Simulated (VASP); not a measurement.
A run of VASP 6.6.1 is set up as follows.

Contents of INCAR:

```
ALGO = Normal
EDIFF = 1E-6
ENCUT = 520
GGA = PE
ISIF = 2
ISMEAR = -1
IVDW = 12
LASPH = True
LCHARG = False
LREAL = Auto
LWAVE = False
NBANDS = 54
NELM = 100
PREC = Accurate
SIGMA = 0.05
```

The input KPOINTS:

```
k-points
0
Gamma
  1 1 1
```

The input POSCAR:

```
SiH4CO2
1.0
    8.5095620000      0.0000000000      0.0000000000
    0.0000000000      8.5095620000      0.0000000000
    0.0000000000      0.0000000000      8.5095620000
Si H C O
3 12 3 6
Direct
    0.2109039220      0.7376642887      0.6978737566
    0.0167341163      0.0425638828      0.1067387487
    0.3177954400      0.3078654342      0.4266612077
    0.2989578077      0.8788113889      0.7653507901
    0.1054343338      0.6523249963      0.7964334710
    0.1571056184      0.7668784833      0.5290636580
    0.3239767217      0.6118293750      0.6652868855
    0.1017091126     -0.0173099391     -0.0191079165
    0.1100526678     -0.0187906264      0.2762421850
   -0.0230094099      0.2116442656      0.0781826374
   -0.1259171741     -0.0662313760      0.0893230462
    0.4698596708      0.3817470276      0.4419146367
    0.2641734087      0.2590967667      0.5858468391
    0.2434085327      0.4428430041      0.3511696607
    0.3083237422      0.1815134551      0.2897211396
    0.8002292010      0.3801723285      0.0572179861
    0.5050906263      0.8636872262      0.1105814847
    0.7605091778      0.0134084457      0.4294698129
    0.8489391111      0.3930167029      0.1887876250
    0.7446916774      0.3833217268     -0.0723774032
    0.4393763157      0.9794863707      0.0830477526
    0.5538357908      0.7389099462      0.1454481441
    0.8522882846      0.0630467232      0.5193216760
    0.6685890531     -0.0502728578      0.3389011091
```

Potentials or basis: VASP PAW PBE potentials, release 64 (Si, H, C, O).

The run is started by

```bash
$ cat potpaw_PBE.64/Si/POTCAR potpaw_PBE.64/H/POTCAR potpaw_PBE.64/C/POTCAR potpaw_PBE.64/O/POTCAR > POTCAR
$ mpirun -np 1 vasp_gam > vasp.out
```

Q: Estimate the dispersion energy per atom.

A: -0.032 eV.

Q: Estimate the pressure.

A: -0.6 GPa.

Q: Estimate the largest force.

A: 4.294 eV/Å.

Stress tensor (GPa, compression positive):
```
 0.60 -1.04 -1.96
-1.04  0.00 -0.08
-1.96 -0.08 -2.26
```

Caveat: the k points lie up to 0.74 Å⁻¹ apart.
